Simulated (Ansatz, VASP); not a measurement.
## Zr in VASP and in Ansatz

```
CELL_PARAMETERS angstrom
-1.81000 1.81000 1.81000
1.81000 -1.81000 1.81000
1.81000 1.81000 -1.81000
ATOMIC_POSITIONS crystal
Zr 0.00000 0.00000 0.00000
```

Alike in both runs: task single point; functional PBEsol; k mesh 18 × 18 × 18; occupations gaussian, width 0.15 eV; no spin polarisation.

|  | VASP | Ansatz |
| --- | --- | --- |
| version | VASP 6.6.1 | Ansatz 0.2.0 |
| potentials or method | VASP PAW PBE potentials, release 64 (Zr_sv), cutoff 500 eV | scalar-relativistic, plane waves, PAW |
| valence electrons in the cell | 12 | 12 |

|  | VASP | Ansatz | Ansatz less VASP |
| --- | --- | --- | --- |
| gap on the k mesh at the Fermi level (eV) | none | none | - |
| pressure (GPa) | -6.7 | -6.8 | -0.08 |

VASP's potentials were made for PBE, not for PBEsol. A gap of «none» marks a metal or a gap that the smearing closes.
